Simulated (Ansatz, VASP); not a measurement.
Sc3CoO4: VASP beside Ansatz

```
Sc Co O
1.0
     0.00000    4.47891    0.00000
     3.46731    0.00000    0.00000
     1.73366    2.23946   -6.14031
Sc Co O
3 1 4
Cartesian
  1.7337 0.0000 0.0000
  3.4673 4.4789 -3.8308
  1.7337 2.2395 -2.3095
  0.0000 2.2395 0.0000
  3.4673 0.7448 -1.5342
  3.4673 3.7341 -1.5342
  1.7337 5.9735 -4.6061
  1.7337 2.9843 -4.6061
```

Alike in both runs: task single point; functional r2SCAN; k mesh 5 × 5 × 5; occupations gaussian, width 0.0293 eV; no spin polarisation.

```csv
,VASP,Ansatz
version,VASP 6.6.1,Ansatz 0.2.0
potentials or method,"VASP PAW PBE potentials, release 64 (Sc_sv, Co, O), cutoff 520 eV",PAW plane waves
valence electrons in the cell,66,74
```

|  | VASP | Ansatz | Ansatz less VASP |
| --- | --- | --- | --- |
| gap on the k mesh at the Fermi level (eV) | none | none | - |
| pressure (GPa) | 3.4 | 2.5 | -0.94 |
| traceless stress, the component that is largest in VASP (GPa) | 41.61 | 41.02 | -0.592 |
| rms of the force components (eV/Å) | 3.759 | 3.681 | -0.0779 |

VASP's potentials were made for PBE, not for r2SCAN. Atom by atom the forces differ by 0.078 eV/Å (rms over components). A gap of «none» marks a metal or a gap that the smearing closes. VASP's potentials hold 66 valence electrons a cell and Ansatz's 74, so a difference there can come from the potentials and not from the codes. Ansatz's warnings: structure snapped to symmetry.

The k mesh is coarse, so the values compare programs but aren't converged.
